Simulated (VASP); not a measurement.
# MgTl2O2 (P-3m1) in VASP: relaxation of cell and atoms with PBE

Aim: the relaxation of cell and atoms of MgTl2O2 with PBE.

Program: VASP 6.6.1. These are calculated values, not measurements. Logs are shortened: lines on timing, memory, paths and dates and some standing lists are left out, and cuts for length are marked.

## (1) The cell of the first run

The structure is trigonal, space group P-3m1 (No. 164). The conventional cell has a = 3.899 Å, b = 3.899 Å, c = 7.222 Å, α = 90.00°, β = 90.00°, γ = 120.00°. Within 4.1 Å of Mg (site symmetry -3m) lie 6 Tl at 3.10 Å and 6 O at 3.56 Å and 6 Mg at 3.90 Å. Within 3.1 Å of Tl (site symmetry 3m) lie 4 O at 2.33 to 2.34 Å and 3 Mg at 3.10 Å. O (site symmetry 3m) has 4 Tl at 2.33 to 2.34 Å and 3 O at 2.82 Å within 3.1 Å.

## (2) Relaxation of cell and atoms, PBE

Contents of INCAR:

```
PREC = Accurate
ENCUT = 600
EDIFF = 1E-7
ISMEAR = 0
SIGMA = 0.02
LREAL = False
LASPH = True
NELM = 80
ALGO = Normal
ISIF = 3
LWAVE = False
LCHARG = False
GGA = PE
IBRION = 2
NSW = 100
EDIFFG = -0.01
```

Contents of KPOINTS:

```
Automatic mesh
0
Gamma
  12 12 6
```

Contents of POSCAR:

```
MgTl2O2
1.0
    3.8989228212      0.0000000000      0.0000000000
   -1.9494614106      3.3765662105      0.0000000000
    0.0000000000      0.0000000000      7.2215307717
Mg Tl O
1 2 2
Direct
    0.0000000000      0.0000000000      0.0000000000
    0.3333333333      0.6666666667      0.7050455284
    0.6666666667      0.3333333333      0.2949544716
    0.3333333333      0.6666666667      0.3821064255
    0.6666666667      0.3333333333      0.6178935745
```

Potentials or basis: VASP PAW PBE potentials, release 64 (Mg, Tl_d, O).

Started as:

```console
> cat potpaw_PBE.64/Mg/POTCAR potpaw_PBE.64/Tl_d/POTCAR potpaw_PBE.64/O/POTCAR > POTCAR
> mpirun -np 1 vasp_std > vasp.out
```

OUTCAR:

```text
PREC = Accurate
   ENCUT = 600
   EDIFF = 1E-7
   ISMEAR = 0
   LREAL = False
   LASPH = True
   NELM = 80
   ISIF = 3
   GGA = PE
   IBRION = 2
   NSW = 100
   EDIFFG = -0.01

 ion  position               nearest neighbor table
   1  0.000  0.000  0.000-   2 3.10   3 3.10   2 3.10   3 3.10   3 3.10   2 3.10
   2  0.333  0.667  0.705-   4 2.33   5 2.34   5 2.34   5 2.34   1 3.10   1 3.10   1 3.10   3 3.72
                             3 3.72   3 3.72
   3  0.667  0.333  0.295-   5 2.33   4 2.34   4 2.34   4 2.34   1 3.10   1 3.10   1 3.10   2 3.72
                             2 3.72   2 3.72
   4  0.333  0.667  0.382-   2 2.33   3 2.34   3 2.34   3 2.34
   5  0.667  0.333  0.618-   3 2.33   2 2.34   2 2.34   2 2.34

  LATTYP: Found a hexagonal cell.
 ALAT       =     3.8989228212
 C/A-ratio  =     1.8521861301

  Lattice vectors:

 A1 = (   3.8989228212,   0.0000000000,   0.0000000000)
 A2 = (  -1.9494614106,   3.3765662105,   0.0000000000)
 A3 = (   0.0000000000,   0.0000000000,   7.2215307717)

Analysis of symmetry for initial positions (statically):
=====================================================================
 Subroutine PRICEL returns:
 Original cell was already a primitive cell.

 Routine SETGRP: Setting up the symmetry group for a
 hexagonal supercell.

 Subroutine GETGRP returns: Found 12 space group operations
 (whereof 12 operations were pure point group operations)
 out of a pool of 24 trial point group operations.

The static configuration has the point symmetry D_3d.

Analysis of symmetry for dynamics (positions and initial velocities):
=====================================================================
 Subroutine PRICEL returns:
 Original cell was already a primitive cell.

 Routine SETGRP: Setting up the symmetry group for a
 hexagonal supercell.

 Subroutine GETGRP returns: Found 12 space group operations
 (whereof 12 operations were pure point group operations)
 out of a pool of 24 trial point group operations.

The dynamic configuration has the point symmetry D_3d.

 Subroutine INISYM returns: Found 12 space group operations
 (whereof 12 operations are pure point group operations),
 and found     1 'primitive' translations

----------------------------------------------------------------------------------------

                                     Primitive cell

  volume of cell :      95.0712

  direct lattice vectors                    reciprocal lattice vectors
[... 102 lines left out ...]
   TEBEG  =    0.0;   TEEND  =   0.0 temperature during run
   PSTRESS=    0.0 pullay stress
   NELECT =      40.0000    total number of electrons
   NUPDOWN=      -1.0000    fix difference up-down
   EMIN   =  10.00;   EMAX   =-10.00  energy-range for DOS
   EFERMI =   0.00;   METHOD = LEGACY
   ISMEAR =     0;   SIGMA  =   0.02  broadening in eV -4-tet -1-fermi 0-gaus
   EFERMI_NEDOS =   21; number of points for ismear=-14 and -15
   IALGO  =     38    algorithm
   IMIX   =      4    mixing-type and parameters
     AMIX     =   0.40;   BMIX     =  1.00
     AMIX_MAG =   1.60;   BMIX_MAG =  1.00
  volume/ion in A,a.u.               =      19.01       128.31
  Fermi-wavevector in a.u.,A,eV,Ry     =   1.226719  2.318163 20.474586  1.504840
  Thomas-Fermi vector in A             =   2.361709
   LORBIT       =      0    0 simple, 1 ext, 2 COOP (PROOUT), +10 PAW based schemes
   GGA     = PE    functional components
   LHFCALC =     F    Hartree Fock is set to
   AEXX    =    0.0000 exact exchange contribution
   IVDW    =     0    specifies the selected vdW correction
   LEPSILON=     F    determine dielectric tensor
   LRPA    =     F    only Hartree local field effects (RPA)
 conjugate gradient relaxation of ions
 non-spin polarized calculation
 Gauss-broadening in eV      SIGMA  =   0.02
  energy-cutoff  :      600.00
  volume of cell :       95.07
 maximum number of plane-waves:      3203
   NGX = 15   NGY = 15   NGZ = 29

--------------------------------------- Ionic step        1  -------------------------------------------

 number of electron      40.0000002 magnetization

 Free energy of the ion-electron system (eV)
  ---------------------------------------------------
  ext. energy  EPLUGINS =         0.00000000
  ---------------------------------------------------
  free energy    TOTEN  =       -17.95885945 eV

  energy without entropy =      -17.95885945  energy(sigma->0) =      -17.95885945

------------------------ aborting loop because EDIFF is reached ----------------------------------------

  FORCE on cell =-STRESS in cart. coord.  units (eV):
  Direction    XX          YY          ZZ          XY          YZ          ZX
  --------------------------------------------------------------------------------------
  -------------------------------------------------------------------------------------
  Total       -0.0037870     -0.0037870      0.0222477      0.0000000      0.0000000     -0.0000000
  in kB       -0.0638200     -0.0638200      0.3749266      0.0000000      0.0000000     -0.0000000
  external PRESSURE =       0.0824289 kB  Pullay stress =       0.0000000 kB
[... 104 lines left out ...]
--------------------------------------- Ionic step        4  -------------------------------------------

 number of electron      40.0000003 magnetization

 Free energy of the ion-electron system (eV)
  ---------------------------------------------------
  ext. energy  EPLUGINS =         0.00000000
  ---------------------------------------------------
  free energy    TOTEN  =       -17.95906555 eV

  energy without entropy =      -17.95906555  energy(sigma->0) =      -17.95906555

 E-fermi :   4.5999     XC(G=0):  -9.8195

 val. band max:        4.4738330039   @ k =  -0.0833   0.4167   0.3333
 cond. band min:       4.7457282466   @ k =   0.4167  -0.0000   0.3333
 fundamental gap:      0.2718952427
 Fermi energy:         4.5999385596

 k-point     1 :       0.0000    0.0000    0.0000
  band No.  band energies     occupation
      1     -13.2778      2.00000
      2     -12.4772      2.00000
      3      -6.3896      2.00000
      4      -6.3896      2.00000
      5      -6.3329      2.00000
      6      -6.2866      2.00000
[... 637 lines left out ...]
     23       9.0678      0.00000
     24      10.0670      0.00000

 [... further k-points ...]

------------------------ aborting loop because EDIFF is reached ----------------------------------------

  FORCE on cell =-STRESS in cart. coord.  units (eV):
  Direction    XX          YY          ZZ          XY          YZ          ZX
  --------------------------------------------------------------------------------------
  -------------------------------------------------------------------------------------
  Total       -0.0166345     -0.0166345     -0.0000977      0.0000000      0.0000000      0.0000000
  in kB       -0.2807289     -0.2807289     -0.0016489      0.0000000      0.0000000      0.0000000
  external PRESSURE =      -0.1877023 kB  Pullay stress =       0.0000000 kB
[... 20 lines left out ...]
  FREE ENERGIE OF THE ION-ELECTRON SYSTEM (eV)
  ---------------------------------------------------
  free  energy   TOTEN  =       -17.9590655462 eV

  energy  without entropy=      -17.9590655462  energy(sigma->0) =      -17.95906555

 reached required accuracy - stopping structural energy minimisation
```

OSZICAR:

```text
N       E                     dE             d eps       ncg     rms          rms(c)
DAV:   1     0.263474707919E+03    0.26347E+03   -0.23244E+04  4896   0.174E+03
DAV:   2    -0.783728213535E+01   -0.27131E+03   -0.26678E+03  5752   0.352E+02
DAV:   3    -0.234250185620E+02   -0.15588E+02   -0.15558E+02  5440   0.775E+01
[... 32 lines left out ...]
DAV:   3    -0.179590987297E+02    0.19957E-03   -0.14024E-03  5760   0.215E-01    0.589E-02
DAV:   4    -0.179590678253E+02    0.30904E-04   -0.15060E-04  4816   0.822E-02    0.438E-02
DAV:   5    -0.179590680587E+02   -0.23334E-06   -0.49209E-05  4976   0.344E-02    0.117E-02
DAV:   6    -0.179590654201E+02    0.26386E-05   -0.82588E-06  4912   0.198E-02    0.412E-03
DAV:   7    -0.179590655752E+02   -0.15514E-06   -0.31453E-06  4912   0.117E-02    0.706E-04
DAV:   8    -0.179590655462E+02    0.29002E-07   -0.12956E-07  2704   0.256E-03
   4 F= -.17959066E+02 E0= -.17959066E+02  d E =-.640246E-04
```

CONTCAR:

```text
MgTl2O2
   1.00000000000000
     3.8960842356246710   -0.0000000000000000   -0.0000000000000000
    -1.9480421178123355    3.3741079232810671    0.0000000000000000
    -0.0000000000000000    0.0000000000000000    7.2218265651253626
  Mg              Tl              O
     1     2     2
Direct
     0.0000000000000000    0.0000000000000000    0.0000000000000000
     0.3333333332999970    0.6666666667000030    0.7056862523865776
     0.6666666667000030    0.3333333332999970    0.2943137476134223
     0.3333333332999970    0.6666666667000030    0.3823058716918902
     0.6666666667000030    0.3333333332999970    0.6176941283081098

  0.00000000E+00  0.00000000E+00  0.00000000E+00
  0.00000000E+00  0.00000000E+00  0.00000000E+00
  0.00000000E+00  0.00000000E+00  0.00000000E+00
  0.00000000E+00  0.00000000E+00  0.00000000E+00
  0.00000000E+00  0.00000000E+00  0.00000000E+00
```

It took 11 min on 1 thread of Intel Xeon 8259CL, shared host; peak memory 0.46 GiB.

What came out:

- Free energy: -17.9591 eV
- Relaxed volume: 18.99 Å³/atom
- Relaxed cell: a = 3.896 Å, b = 3.896 Å, c = 7.222 Å, α = 90.00°, β = 90.00°, γ = 120.00°
- Space group after relaxing (to 0.1 Å): P-3m1 (No. 164)
- Energy gained by relaxing: 0.0 meV/atom
- Ionic steps: 4
- Pressure after relaxing: 0.0 GPa
- Band gap on the k mesh: 0.27 eV (least direct gap 0.57 eV)

The path:
```csv
step,energy change (eV),largest force (eV/Å),pressure (GPa),volume (Å³)
1,0.0000,0.0381,0.01,95.07
2,-0.0001,0.0176,-0.05,95.08
3,-0.0001,0.0021,-0.10,95.10
4,-0.0002,0.0013,-0.02,94.94
```

Final structure:
```
CELL_PARAMETERS angstrom
3.89608 0.00000 0.00000
-1.94804 3.37411 0.00000
0.00000 0.00000 7.22183
ATOMIC_POSITIONS crystal
Mg 0.00000 0.00000 0.00000
Tl 0.33333 0.66667 0.70569
Tl 0.66667 0.33333 0.29431
O 0.33333 0.66667 0.38231
O 0.66667 0.33333 0.61769
```

Levels at points of the mesh, in eV from the valence-band top:
```csv
k point,band 16,band 17,band 18,band 19,band 20,band 21,band 22,band 23,band 24
"(0.00, 0.00, 0.00)",-2.15,-2.15,-1.36,-1.36,-0.16,0.87,4.66,6.23,6.23
"(0.50, 0.00, 0.00)",-3.14,-2.80,-1.99,-0.90,-0.31,0.85,1.77,3.69,4.68
"(0.00, 0.00, 0.50)",-2.14,-2.14,-2.08,-1.37,-1.37,1.93,4.69,6.33,6.33
"(0.50, 0.00, 0.50)",-2.58,-2.36,-2.02,-1.43,-0.90,0.39,2.29,3.64,4.47
```

Caveat: spin-orbit coupling is left out, which moves the levels of the heavy elements.
